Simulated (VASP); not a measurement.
Se, 2 atoms in the cell. It takes space group P6_3/mmc (No. 194, hexagonal). The conventional cell has a = 3.271 Å, b = 3.271 Å, c = 3.805 Å, α = 90.00°, β = 90.00°, γ = 120.00°. Se (site symmetry -6m2) has 12 Se at 2.68 to 3.27 Å within 3.5 Å. This isn't the form of Se at room conditions, which is trigonal, of chains.

```yaml
Program: VASP 6.6.1
Task: single point
Functional: PBEsol
Potentials_or_basis: VASP PAW PBE potentials, release 64 (Se)
Cutoff: 520 eV
k_mesh: 14 × 14 × 8
Occupations: fermi-dirac, width 0.1 eV
Spin: no spin polarisation
Dipole_correction: no
Further_INCAR_settings: ALGO = Normal; EDIFF = 1e-06; NBANDS = 13
```

Potentials or basis: VASP PAW PBE potentials, release 64 (Se).

Run with:

```console
$ cat potpaw_PBE.64/Se/POTCAR > POTCAR
$ mpirun -np 1 vasp_std > vasp.out
```

Hardware: 1 thread of AMD EPYC 9R45 (Zen 5), with other jobs on the host.

Q: Estimate the wall time of this run.

A: Run time: 16 s on 1 thread of AMD EPYC 9R45 (Zen 5) (shared host), peak memory 0.14 GiB. Counts: scf iterations 9, k points 120.
